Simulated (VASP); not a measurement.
# Cr (Fm-3m) in VASP: notebook, part 2 of 2

VASP 6.6.1.

## Step 3: Single point, BLYP, collinear spin, ferromagnetic start (11.77 Å³/atom)

This run uses another cell than the first one, of 11.77 Å³/atom.

Contents of INCAR:

```
  PREC = Accurate
  ENCUT = 520
  EDIFF = 1E-6
  ISMEAR = -1
  SIGMA = 0.05
  LREAL = F
  LASPH = T
  NELM = 150
  ALGO = Normal
  ISIF = 2
  LWAVE = F
  LCHARG = F
  ISPIN = 2
  MAGMOM = 1.5
  LORBIT = 11
  LMAXMIX = 4
  GGA = B5
  ALDAX = 1.0
  AGGAX = 1.0
  AGGAC = 1.0
  ALDAC = 0.0
  NBANDS = 16
```

Contents of KPOINTS:

```
regular mesh
0
Gamma
  24 24 24
```

Contents of POSCAR:

```
Cr
1.0
    0.0000000000      1.8053809590      1.8053809590
    1.8053809590      0.0000000000      1.8053809590
    1.8053809590      1.8053809590      0.0000000000
Cr
1
Direct
    0.0000000000      0.0000000000      0.0000000000
```

Potentials or basis: VASP PAW PBE potentials, release 64 (Cr_pv).

The run is started by

```sh
cat potpaw_PBE.64/Cr_pv/POTCAR > POTCAR
mpirun -np 1 vasp_std > vasp.out
```

OUTCAR:

```text
PREC = Accurate
   ENCUT = 520
   EDIFF = 1E-6
   ISMEAR = -1
   LREAL = F
   LASPH = T
   NELM = 150
   ISIF = 2
   ISPIN = 2
   LORBIT = 11
   GGA = B5

 ion  position               nearest neighbor table
   1  0.000  0.000  0.000-

  LATTYP: Found a face centered cubic cell.
 ALAT       =     3.6107619180

  Lattice vectors:

 A1 = (   0.0000000000,   1.8053809590,   1.8053809590)
 A2 = (   1.8053809590,   0.0000000000,   1.8053809590)
 A3 = (   1.8053809590,   1.8053809590,   0.0000000000)

Analysis of symmetry for initial positions (statically):
=====================================================================
 Subroutine PRICEL returns:
 Original cell was already a primitive cell.

 Routine SETGRP: Setting up the symmetry group for a
 face centered cubic supercell.

 Subroutine GETGRP returns: Found 48 space group operations
 (whereof 48 operations were pure point group operations)
 out of a pool of 48 trial point group operations.

The static configuration has the point symmetry O_h .

Analysis of symmetry for dynamics (positions and initial velocities):
[... 640 lines left out ...]

 k-point     1 :       0.0000    0.0000    0.0000
  band No.  band energies     occupation
      1     -31.2642      1.00000
      2     -31.2642      1.00000
      3     -31.2642      1.00000
      4       3.6162      1.00000
      5      10.4645      0.99992
      6      10.4645      0.99992
[... 435 lines left out ...]
      5      10.3320      0.99999
      6      10.4445      0.99995
[... 8 lines left out ...]
     15      39.4436      0.00000
     16      39.7438      0.00000

 [... further k-points ...]

------------------------ aborting loop because EDIFF is reached ----------------------------------------

  FORCE on cell =-STRESS in cart. coord.  units (eV):
  Direction    XX          YY          ZZ          XY          YZ          ZX
  --------------------------------------------------------------------------------------
  -------------------------------------------------------------------------------------
  Total        0.6415886      0.6415886      0.6415886     -0.0000000     -0.0000000      0.0000000
  in kB       87.3435097     87.3435097     87.3435097     -0.0000000     -0.0000000      0.0000000
  external PRESSURE =      87.3435097 kB  Pullay stress =       0.0000000 kB

 VOLUME and BASIS-vectors are now :
 -----------------------------------------------------------------------------
  energy-cutoff  :      520.00
  volume of cell :       11.77
      direct lattice vectors                 reciprocal lattice vectors
     0.000000000  1.805380959  1.805380959    -0.276949858  0.276949858  0.276949858
     1.805380959  0.000000000  1.805380959     0.276949858 -0.276949858  0.276949858
     1.805380959  1.805380959  0.000000000     0.276949858  0.276949858 -0.276949858

 POSITION                                       TOTAL-FORCE (eV/Angst)
 -----------------------------------------------------------------------------------
      0.00000      0.00000      0.00000        -0.000000      0.000000      0.000000
 -----------------------------------------------------------------------------------
    total drift:                                0.000000      0.000000      0.000000

  FREE ENERGIE OF THE ION-ELECTRON SYSTEM (eV)
  ---------------------------------------------------
  free  energy   TOTEN  =        -7.9484847517 eV

  energy  without entropy=       -7.9338110211  energy(sigma->0) =       -7.94114789

 total charge

# of ion       s       p       d       tot
------------------------------------------
    1        0.410   6.365   4.273  11.049

 magnetization (x)

# of ion       s       p       d       tot
------------------------------------------
    1       -0.000  -0.000  -0.002  -0.002
```

OSZICAR:

```text
N       E                     dE             d eps       ncg     rms          rms(c)
DAV:   1     0.817159384506E+02    0.81716E+02   -0.61619E+03 27072   0.849E+02
DAV:   2    -0.753249296082E+01   -0.89248E+02   -0.84871E+02 28712   0.246E+02
DAV:   3    -0.903839039952E+01   -0.15059E+01   -0.15026E+01 30008   0.351E+01
DAV:   4    -0.904362636290E+01   -0.52360E-02   -0.52358E-02 31384   0.206E+00
DAV:   5    -0.904366468099E+01   -0.38318E-04   -0.38318E-04 30440   0.158E-01    0.124E+01
DAV:   6    -0.795298807177E+01    0.10907E+01   -0.18872E+00 27024   0.237E+01    0.240E+00
DAV:   7    -0.795097691853E+01    0.20112E-02   -0.47410E-02 27688   0.266E+00    0.142E+00
DAV:   8    -0.794966954100E+01    0.13074E-02   -0.19105E-03 32552   0.589E-01    0.720E-01
DAV:   9    -0.794841636129E+01    0.12532E-02   -0.19258E-03 29704   0.552E-01    0.109E-01
DAV:  10    -0.794848427827E+01   -0.67917E-04   -0.16973E-04 28496   0.130E-01    0.348E-02
DAV:  11    -0.794848475172E+01   -0.47345E-06   -0.40981E-06 30760   0.201E-02
   1 F= -.79484848E+01 E0= -.79411479E+01  d E =-.146737E-01  mag=    -0.0003
```

stdout:

```text
POSCAR found type information on POSCAR Cr
 POSCAR found :  1 types and       1 ions
 scaLAPACK will be used
 -----------------------------------------------------------------------------
|                                                                             |
|                                                                             |
|     You enforced a specific xc type in the INCAR file but a different       |
|     I HOPE YOU KNOW WHAT YOU ARE DOING!                                     |
|                                                                             |
 -----------------------------------------------------------------------------

 LDA part: xc-table for (Slater(with rela. corr.)+VWN5), standard interpolation
 POSCAR, INCAR and KPOINTS ok, starting setup
 FFT: planning ... GRIDC
 FFT: planning ... GRID_SOFT
 FFT: planning ... GRID
 WAVECAR not read
 entering main loop
```

Run time: 1.7 min. Hardware: 1 thread of Intel Xeon Platinum 8259CL at 2.50GHz (Skylake/Cascade Lake), shared host; peak memory 0.22 GiB.

Results:

```yaml
Free_energy: -7.9485 eV
Pressure: 8.7 GPa
Band_gap_on_the_k_mesh: zero (filled and empty bands overlap)
Net_moment: 0.00 μB per cell
Valence_electrons_inside_the_program's_atomic_spheres: Cr 11.05
```

Caveat: the cell stands under pressure; an empty level that is flat over the whole mesh can mark a ghost state of the potentials, or a narrow d or f band; the moments typed at the start vanished in this run; the PAW data sets were made with another functional, which shifts forces and pressure a little.

## Step 4: Single point, BLYP, collinear spin, ferromagnetic start (12.26 Å³/atom)

This run uses another cell than the first one, of 12.26 Å³/atom.

Contents of INCAR:

```
AGGAC = 1.0
AGGAX = 1.0
ALDAC = 0.0
ALDAX = 1.0
ALGO = Normal
EDIFF = 1E-6
ENCUT = 520
GGA = B5
ISIF = 2
ISMEAR = -1
ISPIN = 2
LASPH = True
LCHARG = True
LELF = True
LMAXMIX = 4
LORBIT = 11
LREAL = False
LVHAR = True
LWAVE = False
MAGMOM = 1.5
NBANDS = 16
NELM = 150
PREC = Accurate
SIGMA = 0.05
```

Contents of KPOINTS:

```
k-points
0
Gamma
  24 24 24
```

Contents of POSCAR:

```
Cr
1.0
    0.0000000000      1.8301152786      1.8301152786
    1.8301152786      0.0000000000      1.8301152786
    1.8301152786      1.8301152786      0.0000000000
Cr
1
Direct
    0.0000000000      0.0000000000      0.0000000000
```

The run is started by

```sh
cat potpaw_PBE.64/Cr_pv/POTCAR > POTCAR
mpirun -np 1 vasp_std > vasp.out
```

It took 2 min on 1 thread of Intel Xeon Platinum 8259CL at 2.50GHz (Skylake/Cascade Lake), shared host; peak memory 0.23 GiB.

Results (log left out):

| Quantity | Value |
| --- | --- |
| Free energy | -7.9627 eV |
| Pressure | -0.1 GPa |
| Band gap on the k mesh | zero (filled and empty bands overlap) |
| Net moment | 0.00 μB per cell |
| Valence electrons inside the program's atomic spheres | Cr 10.97 |

Levels at points of the mesh, in eV from the Fermi level:
Spin up:
```
           k point  band 4  band 5  band 6  band 7  band 8  band 9
(0.00, 0.00, 0.00)   -7.19   -0.44   -0.44   -0.44    1.27    1.27
(0.50, 0.00, 0.00)   -3.73   -0.53   -0.53    1.03    2.39    2.39
(0.50, 0.50, 0.00)   -3.84   -3.12    2.39    2.68    2.68    3.77
```
Spin down:
```csv
k point,band 3,band 4,band 5,band 6,band 7,band 8,band 9,band 10
"(0.00, 0.00, 0.00)",-42.27,-7.19,-0.44,-0.44,-0.44,1.27,1.27,7.18
"(0.50, 0.00, 0.00)",-42.37,-3.73,-0.53,-0.53,1.03,2.39,2.39,7.18
"(0.50, 0.50, 0.00)",-42.54,-3.84,-3.12,2.39,2.68,2.68,3.77,7.18
```

Caveat: an empty level that is flat over the whole mesh can mark a ghost state of the potentials, or a narrow d or f band; the moments typed at the start vanished in this run; the PAW data sets were made with another functional, which shifts forces and pressure a little.
